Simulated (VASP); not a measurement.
# LaAl4Cl3 (P6/mmm) in VASP: further runs

LaAl4Cl3 is run at these levels: PBE; tasks: single point, relaxation of cell and atoms.

All numbers are computed with VASP 6.6.1; they aren't measurements. Logs are shortened: lines on timing, memory, paths and dates and some standing lists are left out, and cuts for length are marked.

## 1. The cell of the first run

Symmetry: P6/mmm, No. 191, hexagonal system. The conventional cell has a = 5.305 Å, b = 5.305 Å, c = 12.582 Å, α = 90.00°, β = 90.00°, γ = 120.00°. Within 3.5 Å of La (site symmetry 6/mmm) lie 2 Cl at 2.67 Å and 6 Al at 3.06 Å. Within 4.0 Å of Al (site symmetry -6m2) lie 3 Al at 3.06 Å and 3 Cl at 3.06 Å. Al (site symmetry -6m2) has 3 La at 3.06 Å and 3 Al at 3.06 Å and 6 Cl at 4.06 Å within 4.1 Å. Cl (site symmetry 6/mmm) has 6 Al at 3.06 Å and 2 Cl at 3.63 Å within 4.0 Å. Within 3.7 Å of Cl (site symmetry 6mm) lie 1 La at 2.67 Å and 1 Cl at 3.63 Å.

The cell was built from a structure type or drawn by symmetry, and may not be a known phase.

## 2. Single point, PBE

INCAR reads:

```
SYSTEM = LaAl4Cl3
PREC     = Accurate       ! precision mode
ENCUT    = 520            ! plane-wave cutoff, eV
EDIFF    = 1E-7           ! SCF threshold, eV
ISMEAR   = 0              ! smearing method
SIGMA    = 0.1            ! smearing width, eV
LREAL    = .FALSE.        ! projectors in reciprocal space
LASPH    = .TRUE.         ! aspherical terms in the spheres
NELM     = 60             ! most SCF steps
ALGO     = Normal         ! electronic algorithm
ISIF     = 2              ! what is computed and relaxed
LWAVE    = .FALSE.        ! write WAVECAR
LCHARG   = .TRUE.         ! write CHGCAR
GGA      = PE             ! functional
LELF     = .TRUE.         ! ELF
LVHAR    = .TRUE.       
NBANDS   = 32             ! bands
```

KPOINTS reads:

```
regular mesh
0
G
  6 6 2
  0 0 0
```

POSCAR reads:

```
LaAl4Cl3
1.0
    5.3049568984      0.0000000000      0.0000000000
   -2.6524784492      4.5942274400      0.0000000000
    0.0000000000      0.0000000000     12.5818355874
La Al Cl
1 4 3
Direct
    0.0000000000      0.0000000000      0.5000000000
    0.3333333333      0.6666666667      0.0000000000
    0.6666666667      0.3333333333      0.0000000000
    0.3333333333      0.6666666667      0.5000000000
    0.6666666667      0.3333333333      0.5000000000
    0.0000000000      0.0000000000      0.0000000000
    0.0000000000      0.0000000000      0.2881483734
    0.0000000000      0.0000000000      0.7118516266
```

Potentials or basis: VASP PAW PBE potentials, release 64 (La, Al, Cl).

Command:

```
cat potpaw_PBE.64/La/POTCAR potpaw_PBE.64/Al/POTCAR potpaw_PBE.64/Cl/POTCAR > POTCAR
mpirun -np 1 vasp_std > vasp.out
```

OUTCAR:

```text
SYSTEM = LaAl4Cl3
   PREC = Accurate
   ENCUT = 520
   EDIFF = 1E-7
   ISMEAR = 0
   LREAL = .FALSE.
   LASPH = .TRUE.
   NELM = 60
   ISIF = 2
   GGA = PE

 ion  position               nearest neighbor table
   1  0.000  0.000  0.500-   7 2.67   8 2.67   4 3.06   5 3.06   5 3.06   4 3.06   5 3.06   4 3.06

   2  0.333  0.667  0.000-   3 3.06   3 3.06   3 3.06
   3  0.667  0.333  0.000-   2 3.06   2 3.06   2 3.06
   4  0.333  0.667  0.500-   5 3.06   1 3.06   5 3.06   1 3.06   1 3.06   5 3.06
   5  0.667  0.333  0.500-   4 3.06   1 3.06   4 3.06   1 3.06   1 3.06   4 3.06
   6  0.000  0.000  0.000-
   7  0.000  0.000  0.288-   1 2.67
   8  0.000  0.000  0.712-   1 2.67

  LATTYP: Found a hexagonal cell.
 ALAT       =     5.3049568984
 C/A-ratio  =     2.3717130654

  Lattice vectors:

 A1 = (   5.3049568984,   0.0000000000,   0.0000000000)
 A2 = (  -2.6524784492,   4.5942274400,   0.0000000000)
 A3 = (   0.0000000000,   0.0000000000,  12.5818355874)

Analysis of symmetry for initial positions (statically):
=====================================================================
 Subroutine PRICEL returns:
 Original cell was already a primitive cell.

 Routine SETGRP: Setting up the symmetry group for a
 hexagonal supercell.

 Subroutine GETGRP returns: Found 24 space group operations
 (whereof 24 operations were pure point group operations)
 out of a pool of 24 trial point group operations.

The static configuration has the point symmetry D_6h.

Analysis of symmetry for dynamics (positions and initial velocities):
=====================================================================
 Subroutine PRICEL returns:
 Original cell was already a primitive cell.

 Routine SETGRP: Setting up the symmetry group for a
 hexagonal supercell.

 Subroutine GETGRP returns: Found 24 space group operations
 (whereof 24 operations were pure point group operations)
 out of a pool of 24 trial point group operations.

The dynamic configuration has the point symmetry D_6h.

 Subroutine INISYM returns: Found 24 space group operations
 (whereof 24 operations are pure point group operations),
 and found     1 'primitive' translations

----------------------------------------------------------------------------------------

                                     Primitive cell

  volume of cell :     306.6467

  direct lattice vectors                    reciprocal lattice vectors
     5.304956898  0.000000000  0.000000000     0.188502945  0.108832226  0.000000000
    -2.652478449  4.594227440  0.000000000     0.000000000  0.217664452  0.000000000
     0.000000000  0.000000000 12.581835587     0.000000000  0.000000000  0.079479659

  length of vectors
     5.304956898  5.304956898 12.581835587     0.217664452  0.217664452  0.079479659

  position of ions in fractional coordinates (direct lattice)
     0.000000000  0.000000000  0.500000000
     0.333333333  0.666666667  0.000000000
     0.666666667  0.333333333  0.000000000
     0.333333333  0.666666667  0.500000000
     0.666666667  0.333333333  0.500000000
     0.000000000  0.000000000  0.000000000
     0.000000000  0.000000000  0.288148373
     0.000000000  0.000000000  0.711851627

  ion indices of the primitive-cell ions
   primitive index   ion index
                 1           1
                 2           2
                 3           3
                 4           4
                 5           5
                 6           6
                 7           7
                 8           8

----------------------------------------------------------------------------------------

 KPOINTS: regular mesh

Automatic generation of k-mesh.
 Grid dimensions read from file:
 generate k-points for:    6    6    2

 Generating k-lattice:

  Cartesian coordinates                     Fractional coordinates (reciprocal lattice)
     0.031417158  0.018138704  0.000000000     0.166666667  0.000000000  0.000000000
     0.000000000  0.036277409  0.000000000     0.000000000  0.166666667  0.000000000
     0.000000000  0.000000000  0.039739829     0.000000000  0.000000000  0.500000000

  Length of vectors
     0.036277409  0.036277409  0.039739829

  Shift w.r.t. Gamma in fractional coordinates (k-lattice)
     0.000000000  0.000000000  0.000000000

 Subroutine IBZKPT returns following result:
 ===========================================

 Found     14 irreducible k-points:

 Following reciprocal coordinates:
            Coordinates               Weight
  0.000000  0.000000  0.000000      1.000000
  0.166667  0.000000  0.000000      6.000000
  0.333333  0.000000  0.000000      6.000000
  0.500000  0.000000  0.000000      3.000000
  0.166667  0.166667  0.000000      6.000000
  0.333333  0.166667  0.000000     12.000000
  0.333333  0.333333  0.000000      2.000000
  0.000000  0.000000  0.500000      1.000000
  0.166667  0.000000  0.500000      6.000000
  0.333333  0.000000  0.500000      6.000000
  0.500000  0.000000  0.500000      3.000000
  0.166667  0.166667  0.500000      6.000000
  0.333333  0.166667  0.500000     12.000000
  0.333333  0.333333  0.500000      2.000000
   k-points           NKPTS =     14   k-points in BZ     NKDIM =     14   number of bands    NBANDS=     32
   number of dos      NEDOS =    301   number of ions     NIONS =      8
   total plane-waves  NPLWV = 153600
   dimension x,y,z NGX =    40 NGY =   40 NGZ =   96
   dimension x,y,z NGXF=    80 NGYF=   80 NGZF=  192
   ions per type =               1   4   3
   NGX,Y,Z   is equivalent  to a cutoff of  12.54, 12.54, 12.68 a.u.
   NGXF,Y,Z  is equivalent  to a cutoff of  25.07, 25.07, 25.37 a.u.
 SYSTEM =  LaAl4Cl3
   PREC   = accura    normal or accurate (medium, high low for compatibility)
   ISTART =      0    job   : 0-new  1-cont  2-samecut
   ICHARG =      2    charge: 1-file 2-atom 10-const
   ISPIN  =      1    spin polarized calculation?
   LNONCOLLINEAR =      F non collinear calculations
   LSORBIT =      F    spin-orbit coupling
   LASPH  =      T    aspherical Exc in radial PAW
   ENCUT  =  520.0 eV  38.22 Ry    6.18 a.u.   9.86  9.86 23.39*2*pi/ulx,y,z
   NELM   =     60;   NELMIN=  2; NELMDL= -5     # of ELM steps
   EDIFF  = 0.1E-06   stopping-criterion for ELM
   LREAL  =      F    real-space projection
   EDIFFG = 0.1E-05   stopping-criterion for IOM
   NSW    =      0    number of steps for IOM
   IBRION =     -1    ionic relax: 0-MD 1-quasi-New 2-CG
   NFREE  =      0    steps in history (QN), initial steepest desc. (CG)
   ISIF   =      2    stress and relaxation
   ISYM   =      2    0-nonsym 1-usesym 2-fastsym
   POTIM  = 0.5000    time-step for ionic-motion
   TEBEG  =    0.0;   TEEND  =   0.0 temperature during run
   PSTRESS=    0.0 pullay stress
   NELECT =      44.0000    total number of electrons
   NUPDOWN=      -1.0000    fix difference up-down
   EMIN   =  10.00;   EMAX   =-10.00  energy-range for DOS
   EFERMI =   0.00;   METHOD = LEGACY
   ISMEAR =     0;   SIGMA  =   0.10  broadening in eV -4-tet -1-fermi 0-gaus
   EFERMI_NEDOS =   21; number of points for ismear=-14 and -15
   IALGO  =     38    algorithm
   IMIX   =      4    mixing-type and parameters
     AMIX     =   0.40;   BMIX     =  1.00
     AMIX_MAG =   1.60;   BMIX_MAG =  1.00
  volume/ion in A,a.u.               =      38.33       258.67
  Fermi-wavevector in a.u.,A,eV,Ry     =   0.857063  1.619615  9.994263  0.734558
  Thomas-Fermi vector in A             =   1.974060
   LORBIT       =      0    0 simple, 1 ext, 2 COOP (PROOUT), +10 PAW based schemes
   GGA     = PE    functional components
   LHFCALC =     F    Hartree Fock is set to
   AEXX    =    0.0000 exact exchange contribution
   IVDW    =     0    specifies the selected vdW correction
   LEPSILON=     F    determine dielectric tensor
   LRPA    =     F    only Hartree local field effects (RPA)
 non-spin polarized calculation
 Gauss-broadening in eV      SIGMA  =   0.10
  energy-cutoff  :      520.00
  volume of cell :      306.65
 maximum number of plane-waves:      8293
 NGX is ok and might be reduce to    40
   NGX = 19   NGY = 19   NGZ = 47

 number of electron      43.9999996 magnetization

 Free energy of the ion-electron system (eV)
  ---------------------------------------------------
  ext. energy  EPLUGINS =         0.00000000
  ---------------------------------------------------
  free energy    TOTEN  =       -26.19370514 eV

  energy without entropy =      -26.16798247  energy(sigma->0) =      -26.18084381

 E-fermi :   1.7311     XC(G=0):  -6.8813

 val. band max:        1.6586284632   @ k =   0.1667   0.1667   0.0000
 cond. band min:       1.7322056499   @ k =   0.3333   0.0000   0.0000
 fundamental gap:      0.0735771868
 Fermi energy:         1.7310984370

 k-point     1 :       0.0000    0.0000    0.0000
  band No.  band energies     occupation
      1     -30.7731      2.00000
      2     -15.2686      2.00000
      3     -14.7717      2.00000
      4     -14.7717      2.00000
      5     -13.9350      2.00000
      6     -13.0988      2.00000
[... 24 lines left out ...]
     31       4.1421      0.00000
     32       4.3537      0.00000

 k-point     2 :       0.1667    0.0000    0.0000
  band No.  band energies     occupation
      1     -30.7725      2.00000
      2     -15.2667      2.00000
      3     -14.7962      2.00000
      4     -14.7768      2.00000
      5     -13.9242      2.00000
      6     -13.0965      2.00000
[... 24 lines left out ...]
     31       4.1437      0.00000
     32       4.2943      0.00000
[... 383 lines left out ...]
     31       4.0877      0.00000
     32       4.1981      0.00000

 k-point    14 :       0.3333    0.3333    0.5000
  band No.  band energies     occupation
      1     -30.7704      2.00000
      2     -15.2601      2.00000
      3     -14.8371      2.00000
      4     -14.8371      2.00000
      5     -13.8834      2.00000
      6     -13.0941      2.00000
[... 24 lines left out ...]
     31       4.1919      0.00000
     32       4.1981      0.00000

------------------------ aborting loop because EDIFF is reached ----------------------------------------

  FORCE on cell =-STRESS in cart. coord.  units (eV):
  Direction    XX          YY          ZZ          XY          YZ          ZX
  --------------------------------------------------------------------------------------
  -------------------------------------------------------------------------------------
  Total        0.6076865      0.6076865      0.0485517      0.0000000      0.0000000     -0.0000000
  in kB        3.1750591      3.1750591      0.2536745      0.0000000      0.0000000     -0.0000000
  external PRESSURE =       2.2012642 kB  Pullay stress =       0.0000000 kB

 VOLUME and BASIS-vectors are now :
 -----------------------------------------------------------------------------
  energy-cutoff  :      520.00
  volume of cell :      306.65
      direct lattice vectors                 reciprocal lattice vectors
     5.304956898  0.000000000  0.000000000     0.188502945  0.108832226  0.000000000
    -2.652478449  4.594227440  0.000000000     0.000000000  0.217664452  0.000000000
     0.000000000  0.000000000 12.581835587     0.000000000  0.000000000  0.079479659

 POSITION                                       TOTAL-FORCE (eV/Angst)
 -----------------------------------------------------------------------------------
      0.00000      0.00000      6.29092         0.000000     -0.000000     -0.000000
     -0.00000      3.06282      0.00000        -0.000000      0.000000     -0.000000
      2.65248      1.53141      0.00000         0.000000     -0.000000     -0.000000
     -0.00000      3.06282      6.29092        -0.000000     -0.000000     -0.000000
      2.65248      1.53141      6.29092         0.000000     -0.000000     -0.000000
      0.00000      0.00000      0.00000         0.000000     -0.000000     -0.000000
      0.00000      0.00000      3.62544        -0.000000      0.000000      0.041381
      0.00000      0.00000      8.95640        -0.000000     -0.000000     -0.041381
 -----------------------------------------------------------------------------------
    total drift:                                0.000000     -0.000000      0.000000

  FREE ENERGIE OF THE ION-ELECTRON SYSTEM (eV)
  ---------------------------------------------------
  free  energy   TOTEN  =       -26.1937051391 eV

  energy  without entropy=      -26.1679824715  energy(sigma->0) =      -26.18084381
```

Wall time 6.7 min (1 thread of Intel Xeon 8259CL, shared host); peak memory 0.49 GiB.

What came out:

| Quantity | Value |
| --- | --- |
| Free energy | -26.1937 eV |
| Pressure | 0.2 GPa |
| Largest force | 0.041 eV/Å |
| Band gap on the k mesh | zero (bands 22 and 23 overlap by 0.69 eV) |

Forces in eV/Å, atoms in the order of the input:
```
La   0.000  0.000  0.000
Al   0.000  0.000  0.000
Al   0.000  0.000  0.000
Al   0.000  0.000  0.000
Al   0.000  0.000  0.000
Cl   0.000  0.000  0.000
Cl   0.000  0.000  0.041
Cl   0.000  0.000 -0.041
```

Caveat: spin-orbit coupling is left out, which moves the levels of the heavy elements.

## 3. Single point, PBE

This run uses another cell than the first one, of 26.61 Å³/atom.

INCAR reads:

```
SYSTEM = LaAl4Cl3
  ALGO = Normal
  EDIFF = 1E-6
  ENCUT = 520
  GGA = PE
  ISIF = 2
  ISMEAR = 0
  LASPH = .TRUE.
  LCHARG = .FALSE.
  LREAL = .FALSE.
  LWAVE = .FALSE.
  NBANDS = 32
  NELM = 80
  PREC = Accurate
  SIGMA = 0.1
```

KPOINTS reads:

```
k-points
0
G
  6 6 2
  0 0 0
```

POSCAR reads:

```
LaAl4Cl3
1.0
    4.8236844600      0.0000000000      0.0000000000
   -2.4118422300      4.1774332800      0.0000000000
    0.0000000000      0.0000000000     10.5651112300
La Al Cl
1 4 3
Direct
    0.0000000000      0.0000000000      0.5000000000
    0.3333333300      0.6666666700      0.0000000000
    0.6666666700      0.3333333300      0.0000000000
    0.3333333300      0.6666666700      0.5000000000
    0.6666666700      0.3333333300      0.5000000000
    0.0000000000      0.0000000000      0.0000000000
    0.0000000000      0.0000000000      0.2333299800
    0.0000000000      0.0000000000      0.7666700200
```

Potentials or basis: VASP PAW PBE potentials, release 64 (La, Al, Cl).

Command:

```
cat potpaw_PBE.64/La/POTCAR potpaw_PBE.64/Al/POTCAR potpaw_PBE.64/Cl/POTCAR > POTCAR
mpirun -np 1 vasp_std > vasp.out
```

OUTCAR:

```text
SYSTEM = LaAl4Cl3
   EDIFF = 1E-6
   ENCUT = 520
   GGA = PE
   ISIF = 2
   ISMEAR = 0
   LASPH = .TRUE.
   LREAL = .FALSE.
   NELM = 80
   PREC = Accurate

 ion  position               nearest neighbor table
   1  0.000  0.000  0.500-   4 2.78   5 2.78   4 2.78   5 2.78   5 2.78   4 2.78   7 2.82   8 2.82

   2  0.333  0.667  0.000-   3 2.78   6 2.78   3 2.78   6 2.78   6 2.78   3 2.78
   3  0.667  0.333  0.000-   2 2.78   6 2.78   2 2.78   6 2.78   6 2.78   2 2.78
   4  0.333  0.667  0.500-   5 2.78   1 2.78   5 2.78   1 2.78   1 2.78   5 2.78
   5  0.667  0.333  0.500-   4 2.78   1 2.78   4 2.78   1 2.78   1 2.78   4 2.78
   6  0.000  0.000  0.000-   7 2.47   8 2.47   2 2.78   3 2.78   2 2.78   3 2.78   3 2.78   2 2.78
[... 694 lines left out ...]
  in kB       79.8806253     79.8806252    103.3460353      0.0000000     -0.0000000      0.0000000
  external PRESSURE =      87.7024286 kB  Pullay stress =       0.0000000 kB

 VOLUME and BASIS-vectors are now :
 -----------------------------------------------------------------------------
  energy-cutoff  :      520.00
  volume of cell :      212.89
      direct lattice vectors                 reciprocal lattice vectors
     4.823684460  0.000000000  0.000000000     0.207310409  0.119690721  0.000000000
    -2.411842230  4.177433280  0.000000000     0.000000000  0.239381441  0.000000000
     0.000000000  0.000000000 10.565111230     0.000000000  0.000000000  0.094651157

 POSITION                                       TOTAL-FORCE (eV/Angst)
 -----------------------------------------------------------------------------------
      0.00000      0.00000      5.28256        -0.000000     -0.000000     -0.000000
     -0.00000      2.78496      0.00000         0.000000     -0.000000     -0.000000
      2.41184      1.39248      0.00000         0.000000     -0.000000     -0.000000
     -0.00000      2.78496      5.28256         0.000000     -0.000000     -0.000000
      2.41184      1.39248      5.28256        -0.000000      0.000000     -0.000000
      0.00000      0.00000      0.00000        -0.000000     -0.000000     -0.000000
      0.00000      0.00000      2.46516        -0.000000     -0.000000      2.589274
      0.00000      0.00000      8.09995        -0.000000      0.000000     -2.589274
 -----------------------------------------------------------------------------------
    total drift:                               -0.000000      0.000000      0.000000

  FREE ENERGIE OF THE ION-ELECTRON SYSTEM (eV)
  ---------------------------------------------------
  free  energy   TOTEN  =       -23.2361684887 eV

  energy  without entropy=      -23.2018696581  energy(sigma->0) =      -23.21901907
```

OSZICAR:

```text
N       E                     dE             d eps       ncg     rms          rms(c)
DAV:   1     0.364839848479E+03    0.36484E+03   -0.16124E+04   896   0.139E+03
DAV:   2     0.519236073046E+02   -0.31292E+03   -0.28507E+03  1112   0.287E+02
DAV:   3    -0.183622340690E+02   -0.70286E+02   -0.65138E+02  1280   0.129E+02
DAV:   4    -0.257561768356E+02   -0.73939E+01   -0.68424E+01  1592   0.405E+01
DAV:   5    -0.261001684324E+02   -0.34399E+00   -0.32386E+00  1272   0.699E+00    0.152E+01
DAV:   6    -0.240234114371E+02    0.20768E+01   -0.44513E+01  1488   0.262E+01    0.967E+00
DAV:   7    -0.233002469743E+02    0.72316E+00   -0.38820E+00  1320   0.104E+01    0.771E+00
DAV:   8    -0.233317961079E+02   -0.31549E-01   -0.21758E+00  1360   0.828E+00    0.165E+00
DAV:   9    -0.232284335737E+02    0.10336E+00   -0.69714E-01  1440   0.543E+00    0.822E-01
DAV:  10    -0.232334072275E+02   -0.49737E-02   -0.43339E-02  1232   0.101E+00    0.345E-01
DAV:  11    -0.232354249128E+02   -0.20177E-02   -0.45288E-03  1536   0.378E-01    0.125E-01
DAV:  12    -0.232359735236E+02   -0.54861E-03   -0.61939E-04  1328   0.130E-01    0.594E-02
DAV:  13    -0.232361153261E+02   -0.14180E-03   -0.28279E-04  1432   0.815E-02    0.374E-02
DAV:  14    -0.232361516616E+02   -0.36336E-04   -0.14614E-04  1320   0.711E-02    0.144E-02
DAV:  15    -0.232361676296E+02   -0.15968E-04   -0.27084E-05  1072   0.249E-02    0.683E-03
DAV:  16    -0.232361684887E+02   -0.85907E-06   -0.53763E-06  1256   0.170E-02
   1 F= -.23236168E+02 E0= -.23219019E+02  d E =-.342988E-01
```

Wall time 3.5 min (1 thread of Intel Xeon 8259CL, shared host); peak memory 0.36 GiB.

What came out:

* Free energy: -23.2362 eV
* Pressure: 8.8 GPa
* Largest force: 2.589 eV/Å
* Band gap on the k mesh: zero (bands 22 and 23 overlap by 0.42 eV)

Forces on the atoms (eV/Å):
```
La   0.000  0.000  0.000
Al   0.000  0.000  0.000
Al   0.000  0.000  0.000
Al   0.000  0.000  0.000
Al   0.000  0.000  0.000
Cl   0.000  0.000  0.000
Cl   0.000  0.000  2.589
Cl   0.000  0.000 -2.589
```

Stress tensor (GPa, compression positive):
```
 7.99  0.00  0.00
 0.00  7.99  0.00
 0.00  0.00 10.33
```

Caveat: the cell stands under pressure; spin-orbit coupling is left out, which moves the levels of the heavy elements; forces of over 1 eV/Å act on the atoms, so gaps and moduli don't describe the material at rest.

[end of part 1 of 3]
